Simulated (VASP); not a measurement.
# ZrC (I4/mmm) in VASP: single point with PBE

Aim: the single point of ZrC with PBE.

All numbers are computed with VASP 6.6.1; they aren't measurements. Logs are shortened: lines on timing, memory, paths and dates and some standing lists are left out, and cuts for length are marked.

## 1. The cell of the first run

It takes space group I4/mmm (No. 139, tetragonal). The conventional cell has a = 3.457 Å, b = 3.457 Å, c = 5.076 Å, α = 90.00°, β = 90.00°, γ = 90.00°. Within 3.2 Å of Zr (site symmetry 4/mmm) lie 6 C at 2.44 to 2.54 Å. C (site symmetry 4/mmm) has 6 Zr at 2.44 to 2.54 Å within 3.2 Å.

## 2. Single point, PBE (strain +0.040 along x and y, +0.080 along z)

The input, INCAR:

```
SYSTEM = ZrC
  PREC = Accurate
  ENCUT = 520
  EDIFF = 1E-6
  ISMEAR = 0
  SIGMA = 0.15
  LREAL = .FALSE.
  LASPH = .TRUE.
  NELM = 60
  ALGO = Normal
  ISIF = 2
  LWAVE = .FALSE.
  LCHARG = .FALSE.
  GGA = PE
  NBANDS = 15
```

The input, KPOINTS:

```
Automatic mesh
0
G
  18 18 18
  0 0 0
```

The input, POSCAR:

```
ZrC
1.0
    0.0000000000      2.4442184000      2.5382268000
    2.4442184000      0.0000000000      2.5382268000
    2.4442184000      2.4442184000      0.0000000000
Zr C
1 1
Direct
    0.5000000000      0.5000000000      0.5000000000
    0.0000000000      0.0000000000      0.0000000000
```

Potentials or basis: VASP PAW PBE potentials, release 64 (Zr_sv, C).

Launch:

```sh
> cat potpaw_PBE.64/Zr_sv/POTCAR potpaw_PBE.64/C/POTCAR > POTCAR
> mpirun -np 1 vasp_std > vasp.out
```

OUTCAR:

```text
SYSTEM = ZrC
   PREC = Accurate
   ENCUT = 520
   EDIFF = 1E-6
   ISMEAR = 0
   LREAL = .FALSE.
   LASPH = .TRUE.
   NELM = 60
   ISIF = 2
   GGA = PE

 ion  position               nearest neighbor table
   1  0.500  0.500  0.500-   2 2.44   2 2.44   2 2.44   2 2.44   2 2.54   2 2.54
   2  0.000  0.000  0.000-   1 2.44   1 2.44   1 2.44   1 2.44   1 2.54   1 2.54

  LATTYP: Found a body centered tetragonal cell.
 ALAT       =     3.4566468107
 C/A-ratio  =     1.4686063917

  Lattice vectors:

 A1 = (  -2.4442184000,   0.0000000000,   2.5382268000)
 A2 = (   2.4442184000,   0.0000000000,   2.5382268000)
 A3 = (   0.0000000000,   2.4442184000,  -2.5382268000)

Analysis of symmetry for initial positions (statically):
=====================================================================
 Subroutine PRICEL returns:
 Original cell was already a primitive cell.

 Routine SETGRP: Setting up the symmetry group for a
 body centered tetragonal supercell.

 Subroutine GETGRP returns: Found 16 space group operations
 (whereof 16 operations were pure point group operations)
 out of a pool of 16 trial point group operations.

The static configuration has the point symmetry D_4h.

Analysis of symmetry for dynamics (positions and initial velocities):
=====================================================================
 Subroutine PRICEL returns:
 Original cell was already a primitive cell.

 Routine SETGRP: Setting up the symmetry group for a
 body centered tetragonal supercell.

 Subroutine GETGRP returns: Found 16 space group operations
 (whereof 16 operations were pure point group operations)
 out of a pool of 16 trial point group operations.

The dynamic configuration has the point symmetry D_4h.

 Subroutine INISYM returns: Found 16 space group operations
 (whereof 16 operations are pure point group operations),
 and found     1 'primitive' translations

----------------------------------------------------------------------------------------

                                     Primitive cell

  volume of cell :      30.3278

  direct lattice vectors                    reciprocal lattice vectors
     0.000000000  2.444218400  2.538226800    -0.204564371  0.204564371  0.196987913
     2.444218400  0.000000000  2.538226800     0.204564371 -0.204564371  0.196987913
     2.444218400  2.444218400  0.000000000     0.204564371  0.204564371 -0.196987913

  length of vectors
     3.523747845  3.523747845  3.456646811     0.349996288  0.349996288  0.349996288

  position of ions in fractional coordinates (direct lattice)
     0.500000000  0.500000000  0.500000000
     0.000000000  0.000000000  0.000000000

  ion indices of the primitive-cell ions
   primitive index   ion index
                 1           1
                 2           2

----------------------------------------------------------------------------------------

 KPOINTS: Automatic mesh

Automatic generation of k-mesh.
 Grid dimensions read from file:
 generate k-points for:   18   18   18

 Generating k-lattice:

  Cartesian coordinates                     Fractional coordinates (reciprocal lattice)
    -0.011364687  0.011364687  0.010943773     0.055555556 -0.000000000  0.000000000
     0.011364687 -0.011364687  0.010943773    -0.000000000  0.055555556  0.000000000
     0.011364687  0.011364687 -0.010943773     0.000000000  0.000000000  0.055555556

  Length of vectors
     0.019444238  0.019444238  0.019444238

  Shift w.r.t. Gamma in fractional coordinates (k-lattice)
     0.000000000  0.000000000  0.000000000

 Subroutine IBZKPT returns following result:
 ===========================================

 Found    480 irreducible k-points:

 Following reciprocal coordinates:
            Coordinates               Weight
  0.000000  0.000000  0.000000      1.000000
  0.055556  0.000000  0.000000      8.000000
  0.111111  0.000000  0.000000      8.000000
  0.166667  0.000000  0.000000      8.000000
  0.222222  0.000000  0.000000      8.000000
  0.277778  0.000000  0.000000      8.000000
[... 16 lines left out ...]
 -0.277778  0.055556  0.000000      8.000000
 -0.222222  0.055556  0.000000      8.000000
 [... further k-points ...]
   k-points           NKPTS =    480   k-points in BZ     NKDIM =    480   number of bands    NBANDS=     15
   number of dos      NEDOS =    301   number of ions     NIONS =      2
   total plane-waves  NPLWV =  21952
   dimension x,y,z NGX =    28 NGY =   28 NGZ =   28
   dimension x,y,z NGXF=    56 NGYF=   56 NGZF=   56
   ions per type =               1   1
   NGX,Y,Z   is equivalent  to a cutoff of  13.21, 13.21, 13.47 a.u.
   NGXF,Y,Z  is equivalent  to a cutoff of  26.42, 26.42, 26.93 a.u.
 SYSTEM =  ZrC
   PREC   = accura    normal or accurate (medium, high low for compatibility)
   ISTART =      0    job   : 0-new  1-cont  2-samecut
   ICHARG =      2    charge: 1-file 2-atom 10-const
   ISPIN  =      1    spin polarized calculation?
   LNONCOLLINEAR =      F non collinear calculations
   LSORBIT =      F    spin-orbit coupling
   LASPH  =      T    aspherical Exc in radial PAW
   ENCUT  =  520.0 eV  38.22 Ry    6.18 a.u.   6.55  6.55  6.43*2*pi/ulx,y,z
   NELM   =     60;   NELMIN=  2; NELMDL= -5     # of ELM steps
   EDIFF  = 0.1E-05   stopping-criterion for ELM
   LREAL  =      F    real-space projection
   EDIFFG = 0.1E-04   stopping-criterion for IOM
   NSW    =      0    number of steps for IOM
   IBRION =     -1    ionic relax: 0-MD 1-quasi-New 2-CG
   NFREE  =      0    steps in history (QN), initial steepest desc. (CG)
   ISIF   =      2    stress and relaxation
   ISYM   =      2    0-nonsym 1-usesym 2-fastsym
   POTIM  = 0.5000    time-step for ionic-motion
   TEBEG  =    0.0;   TEEND  =   0.0 temperature during run
   PSTRESS=    0.0 pullay stress
   NELECT =      16.0000    total number of electrons
   NUPDOWN=      -1.0000    fix difference up-down
   EMIN   =  10.00;   EMAX   =-10.00  energy-range for DOS
   EFERMI =   0.00;   METHOD = LEGACY
   ISMEAR =     0;   SIGMA  =   0.15  broadening in eV -4-tet -1-fermi 0-gaus
   EFERMI_NEDOS =   21; number of points for ismear=-14 and -15
   IALGO  =     38    algorithm
   IMIX   =      4    mixing-type and parameters
     AMIX     =   0.40;   BMIX     =  1.00
     AMIX_MAG =   1.60;   BMIX_MAG =  1.00
  volume/ion in A,a.u.               =      15.16       102.33
  Fermi-wavevector in a.u.,A,eV,Ry     =   1.322822  2.499771 23.808257  1.749858
  Thomas-Fermi vector in A             =   2.452475
   LORBIT       =      0    0 simple, 1 ext, 2 COOP (PROOUT), +10 PAW based schemes
   GGA     = PE    functional components
   LHFCALC =     F    Hartree Fock is set to
   AEXX    =    0.0000 exact exchange contribution
   IVDW    =     0    specifies the selected vdW correction
   LEPSILON=     F    determine dielectric tensor
   LRPA    =     F    only Hartree local field effects (RPA)
 non-spin polarized calculation
 Gauss-broadening in eV      SIGMA  =   0.15
  energy-cutoff  :      520.00
  volume of cell :       30.33
 maximum number of plane-waves:       834
 NGX is ok and might be reduce to    28
   NGX = 13   NGY = 13   NGZ = 13

 number of electron      16.0000000 magnetization

 Free energy of the ion-electron system (eV)
  ---------------------------------------------------
  ext. energy  EPLUGINS =         0.00000000
  ---------------------------------------------------
  free energy    TOTEN  =       -19.09000956 eV

  energy without entropy =      -19.08630331  energy(sigma->0) =      -19.08815644

 E-fermi :   7.9417     XC(G=0): -11.3821

 val. band max:        7.9261308373   @ k =   0.1111   0.0000   0.1111
 cond. band min:       7.9533457685   @ k =   0.0556   0.0556   0.0000
 fundamental gap:      0.0272149312
 Fermi energy:         7.9416737611

 k-point     1 :       0.0000    0.0000    0.0000
  band No.  band energies     occupation
      1     -40.7949      2.00000
      2     -18.6137      2.00000
      3     -18.5550      2.00000
      4     -18.5550      2.00000
      5      -2.8123      2.00000
      6       8.7386      0.00000
      7       8.7456      0.00000
      8       8.8514      0.00000
      9       8.8514      0.00000
     10       9.0401      0.00000
     11       9.0401      0.00000
     12      10.0354      0.00000
     13      10.4687      0.00000
     14      13.6569      0.00000
     15      18.0873      0.00000

 k-point     2 :       0.0556    0.0000    0.0000
  band No.  band energies     occupation
      1     -40.7935      2.00000
      2     -18.6199      2.00000
      3     -18.5657      2.00000
      4     -18.5561      2.00000
      5      -2.7576      2.00000
      6       8.2177      0.00925
      7       8.3299      0.00025
      8       8.4683      0.00000
      9       9.0281      0.00000
     10       9.1714      0.00000
     11       9.3719      0.00000
     12      10.4159      0.00000
     13      10.8375      0.00000
     14      13.8229      0.00000
     15      18.2400      0.00000

 k-point     3 :       0.1111    0.0000    0.0000
  band No.  band energies     occupation
      1     -40.7893      2.00000
      2     -18.6464      2.00000
      3     -18.5878      2.00000
      4     -18.5591      2.00000
      5      -2.5971      2.00000
      6       7.4644      1.99999
      7       7.7370      1.94633
      8       7.8666      1.52095
      9       9.2315      0.00000
     10       9.3539      0.00000
     11       9.6795      0.00000
     12      11.1687      0.00000
     13      11.6024      0.00000
     14      14.2601      0.00000
     15      18.6602      0.00000

 k-point     4 :       0.1667    0.0000    0.0000
  band No.  band energies     occupation
      1     -40.7828      2.00000
      2     -18.7027      2.00000
      3     -18.6049      2.00000
      4     -18.5637      2.00000
      5      -2.3417      2.00000
      6       6.6549      2.00000
      7       7.1607      2.00000
      8       7.2732      2.00000
      9       9.5234      0.00000
     10       9.6153      0.00000
     11       9.9256      0.00000
     12      12.0221      0.00000
     13      12.4917      0.00000
     14      14.8298      0.00000
     15      19.2204      0.00000
[... 307 lines left out ...]
 k-point    22 :      -0.3333    0.0556    0.0000
  band No.  band energies     occupation
      1     -40.7549      2.00000
      2     -18.9564      2.00000
      3     -18.6613      2.00000
      4     -18.5781      2.00000
      5      -1.0411      2.00000
      6       4.1421      2.00000
      7       5.7577      2.00000
      8       5.8323      2.00000
      9      10.7367      0.00000
     10      10.8440      0.00000
     11      11.5561      0.00000
     12      14.1017      0.00000
     13      15.6132      0.00000
     14      15.9061      0.00000
     15      20.0775      0.00000

 k-point    23 :      -0.2778    0.0556    0.0000
  band No.  band energies     occupation
      1     -40.7623      2.00000
      2     -18.8862      2.00000
      3     -18.6533      2.00000
      4     -18.5714      2.00000
      5      -1.4355      2.00000
      6       4.7827      2.00000
      7       6.0369      2.00000
      8       6.1511      2.00000
      9      10.3108      0.00000
     10      10.4542      0.00000
     11      11.0817      0.00000
     12      13.3745      0.00000
     13      15.1476      0.00000
     14      15.8889      0.00000
     15      19.9043      0.00000

 k-point    24 :      -0.2222    0.0556    0.0000
  band No.  band energies     occupation
      1     -40.7706      2.00000
      2     -18.8063      2.00000
      3     -18.6434      2.00000
      4     -18.5650      2.00000
      5      -1.8268      2.00000
      6       5.5067      2.00000
      7       6.4123      2.00000
      8       6.5538      2.00000
      9       9.9073      0.00000
     10      10.1410      0.00000
     11      10.6156      0.00000
     12      12.5477      0.00000
     13      14.2735      0.00000
     14      15.7540      0.00000
     15      19.8089      0.00000

 [... further k-points ...]

------------------------ aborting loop because EDIFF is reached ----------------------------------------

  FORCE on cell =-STRESS in cart. coord.  units (eV):
  Direction    XX          YY          ZZ          XY          YZ          ZX
  --------------------------------------------------------------------------------------
  -------------------------------------------------------------------------------------
  Total       -4.1893725     -4.1893725     -5.2156130      0.0000000     -0.0000000      0.0000000
  in kB     -221.3192132   -221.3192132   -275.5341941      0.0000000     -0.0000000      0.0000000
  external PRESSURE =    -239.3908735 kB  Pullay stress =       0.0000000 kB

 VOLUME and BASIS-vectors are now :
 -----------------------------------------------------------------------------
  energy-cutoff  :      520.00
  volume of cell :       30.33
      direct lattice vectors                 reciprocal lattice vectors
     0.000000000  2.444218400  2.538226800    -0.204564371  0.204564371  0.196987913
     2.444218400  0.000000000  2.538226800     0.204564371 -0.204564371  0.196987913
     2.444218400  2.444218400  0.000000000     0.204564371  0.204564371 -0.196987913

 POSITION                                       TOTAL-FORCE (eV/Angst)
 -----------------------------------------------------------------------------------
      2.44422      2.44422      2.53823         0.000000      0.000000      0.000000
      0.00000      0.00000      0.00000         0.000000      0.000000     -0.000000
 -----------------------------------------------------------------------------------
    total drift:                                0.000000      0.000000      0.000000

  FREE ENERGIE OF THE ION-ELECTRON SYSTEM (eV)
  ---------------------------------------------------
  free  energy   TOTEN  =       -19.0900095623 eV

  energy  without entropy=      -19.0863033123  energy(sigma->0) =      -19.08815644
```

It took 87 s on 1 thread of Intel Xeon 6975P-C (Granite Rapids), shared host; peak memory 0.33 GiB.

What came out:

| Item | Value |
| --- | --- |
| Free energy | -19.0900 eV |
| Pressure | -23.9 GPa |
| Band gap on the k mesh | zero (band 8 reaches 8.85 eV, above the bottom of band 9 at 7.52 eV) |

Stress tensor (GPa, compression positive):
```
-22.13   0.00   0.00
  0.00 -22.13   0.00
  0.00   0.00 -27.55
```

Caveat: the cell differs from its parent crystal (strain +0.040 along x and y, +0.080 along z).
